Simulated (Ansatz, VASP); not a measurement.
## One calculation of Mo, two programs

```
Mo
1.0
    -1.30438    1.30438    2.29934
     1.30438   -1.30438    2.29934
     1.30438    1.30438   -2.29934
Mo
1
Direct
  0.00000 0.00000 0.00000
```

Alike in both runs: functional PBEsol; k mesh 22 × 22 × 22; occupations gaussian, width 0.1 eV; no spin polarisation.

Ansatz relaxed the structure, and its values are those at the end. VASP's run is a single point on that final structure, the one shown.

|  | VASP | Ansatz |
| --- | --- | --- |
| version | VASP 6.6.1 | Ansatz 0.2.0 |
| potentials or method | VASP PAW PBE potentials, release 64 (Mo_sv), cutoff 520 eV | scalar-relativistic, plane waves, PAW |
| valence electrons in the cell | 14 | 14 |

|  | VASP | Ansatz | Ansatz less VASP |
| --- | --- | --- | --- |
| gap on the k mesh at the Fermi level (eV) | none | none | - |
| pressure (GPa) | 0.5 | 0.0 | -0.52 |

VASP's potentials were made for PBE, not for PBEsol. A gap of «none» marks a metal or a gap that the smearing closes.
